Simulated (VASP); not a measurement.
**Mg3Sb2: relaxation of the atoms with PBE**

Crystal: Mg3Sb2.

```xyz
5
Lattice="4.5939 0.0000 0.0000 -2.2969 3.9784 0.0000 0.0000 0.0000 7.7107" Properties=species:S:1:pos:R:3 pbc="T T T"
Mg    0.0000    2.6523    4.8599
Mg    2.2969    1.3261    2.8508
Mg    0.0000    0.0000    0.0000
Sb    0.0000    2.6523    1.7652
Sb    2.2969    1.3261    5.9456
```

This cell differs from its parent crystal: strain along c alone, the other axes held: +6.0 %.

```
Program                : VASP 6.6.1
Task                   : relaxation of the atoms
Functional             : PBE
Potentials or basis    : VASP PAW PBE potentials, release 64 (Mg, Sb)
Cutoff                 : 520 eV
k mesh                 : 12 × 12 × 6
Occupations            : gaussian, width 0.01 eV
Spin                   : no spin polarisation
Dipole correction      : no
Further INCAR settings : ALGO = Normal; EDIFF = 1e-07; IBRION = 2; EDIFFG = -0.008; NSW = 60
```

| Quantity | Value |
| --- | --- |
| Energy gained by relaxing | 0.1 meV/atom |
| Ionic steps | 5 |
| Pressure after relaxing | -1.9 GPa |
| Largest force after relaxing | 0.007 eV/Å |
| Band gap on the k mesh | 0.22 eV (least direct gap 0.91 eV) |

Forces on the atoms (eV/Å):
```
Mg   0.000  0.000 -0.007
Mg   0.000  0.000  0.007
Mg   0.000  0.000  0.000
Sb   0.000  0.000 -0.002
Sb   0.000  0.000  0.002
```

Stress tensor (GPa, compression positive):
```
-0.88  0.00  0.00
 0.00 -0.88  0.00
 0.00  0.00 -3.94
```

The path:
```tsv
step	energy change (eV)	largest force (eV/Å)	pressure (GPa)
1	0.0000	0.0430	-1.95
2	-0.0002	0.0333	-1.94
3	-0.0004	0.0155	-1.92
4	-0.0004	0.0205	-1.88
5	-0.0005	0.0067	-1.90
```

Final structure:
```yaml
crystal:
  lattice:
    - [4.59387, 0.00000, 0.00000]
    - [-2.29693, 3.97841, 0.00000]
    - [0.00000, 0.00000, 7.71073]
  atoms:
    - { symbol: Mg, position: [0.33333, 0.66667, 0.62985] }
    - { symbol: Mg, position: [0.66667, 0.33333, 0.37015] }
    - { symbol: Mg, position: [0.00000, 0.00000, 0.00000] }
    - { symbol: Sb, position: [0.33333, 0.66667, 0.23017] }
    - { symbol: Sb, position: [0.66667, 0.33333, 0.76983] }
```

Levels at points of the mesh, in eV from the valence-band top:
| k point | band 4 | band 5 | band 6 | band 7 | band 8 | band 9 | band 10 | band 11 | band 12 |
| --- | --- | --- | --- | --- | --- | --- | --- | --- | --- |
| (0.00, 0.00, 0.00) | -0.56 | -0.56 | -0.07 | 0.00 | 0.00 | 0.91 | 1.70 | 3.49 | 3.49 |
| (0.50, 0.00, 0.00) | -3.42 | -2.79 | -1.88 | -1.70 | -0.58 | 0.80 | 2.09 | 2.23 | 3.09 |
| (0.00, 0.00, 0.50) | -2.81 | -0.34 | -0.34 | -0.23 | -0.23 | 2.07 | 2.20 | 3.20 | 3.20 |
| (0.50, 0.00, 0.50) | -4.03 | -1.49 | -1.31 | -1.30 | -1.20 | 0.47 | 1.33 | 1.93 | 2.46 |

Wall time 2.2 min on 4 MPI ranks on Intel(R) Xeon(R) Platinum 8259CL CPU @ 2.50GHz (Skylake/Cascade Lake), with other jobs on the host, peak memory 0.41 GiB a rank.

Caveat: the cell differs from its parent crystal (strain along c alone, the other axes held: +6.0 %); spin-orbit coupling is left out, which moves the levels of the heavy elements. A k mesh can miss the band edges.
